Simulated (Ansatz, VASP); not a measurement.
**NaS3: VASP beside Ansatz**

```
Na S
1.0
     4.12524    0.00000    0.00000
     0.00000    4.12524    0.00000
     0.00000    0.00000    4.12524
Na S
1 3
Direct
  0.00000 0.00000 0.00000
  0.00000 0.50000 0.50000
  0.50000 0.00000 0.50000
  0.50000 0.50000 0.00000
```

Alike in both runs: functional PBE; k mesh 4 × 4 × 4; occupations gaussian, width 0.1 eV; no spin polarisation.

Ansatz relaxed the structure, and its values are those at the end. VASP's run is a single point on that final structure, the one shown.

```csv
,VASP,Ansatz
version,VASP 6.6.1,Ansatz 0.2.0
potentials or method,"VASP PAW PBE potentials, release 64 (Na_pv, S), cutoff 520 eV","scalar-relativistic, plane waves, PAW"
valence electrons in the cell,25,27
```

```csv
,VASP,Ansatz,Ansatz less VASP
gap on the k mesh at the Fermi level (eV),none,none,-
pressure (GPa),0.1,0.2,+0.05
```

A gap of «none» marks a metal or a gap that the smearing closes. With one functional, cell and mesh, what is left measures potentials, basis and numerics. VASP's potentials hold 25 valence electrons a cell and Ansatz's 27, so a difference there can come from the potentials and not from the codes.

The k mesh is coarse, so the values compare programs but aren't converged.
